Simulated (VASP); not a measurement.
## Sb: single point with r2SCAN

Sb:

```
CELL_PARAMETERS angstrom
3.35453 0.00000 0.00000
-1.67727 2.90511 0.00000
0.00000 0.00000 5.47016
ATOMIC_POSITIONS crystal
Sb 0.66667 0.33333 0.75000
Sb 0.33333 0.66667 0.25000
```

```
Program                : VASP 6.6.1
Task                   : single point
Functional             : r2SCAN
Potentials or basis    : VASP PAW PBE potentials, release 64 (Sb)
Cutoff                 : 520 eV
k mesh                 : 7 × 7 × 4
Occupations            : fermi-dirac, width 0.05 eV
Spin                   : no spin polarisation
Dipole correction      : no
Further INCAR settings : ALGO = Normal; EDIFF = 1e-06; NBANDS = 12
```

The pressure is 1.0 GPa. The band gap on the k mesh is zero (band 5 reaches 13.26 eV, above the bottom of band 6 at 5.80 eV).

Stress tensor (GPa, compression positive):
```
1.31 0.00 0.00
0.00 1.31 0.00
0.00 0.00 0.43
```

Levels at points of the mesh, in eV from the Fermi level:
```csv
k point,band 3,band 4,band 5,band 6,band 7,band 8
"(0.00, 0.00, 0.00)",-6.09,3.91,3.91,5.69,5.69,5.95
"(0.00, 0.00, 0.50)",-0.68,-0.68,4.79,4.79,4.79,4.79
```

Run time: 51 s on 1 thread of Intel(R) Xeon(R) 6975P-C (Granite Rapids) (shared host), peak memory 0.18 GiB.

Caveat: the PAW data sets were made with another functional, which shifts forces and pressure a little; spin-orbit coupling is left out, which moves the levels of the heavy elements.
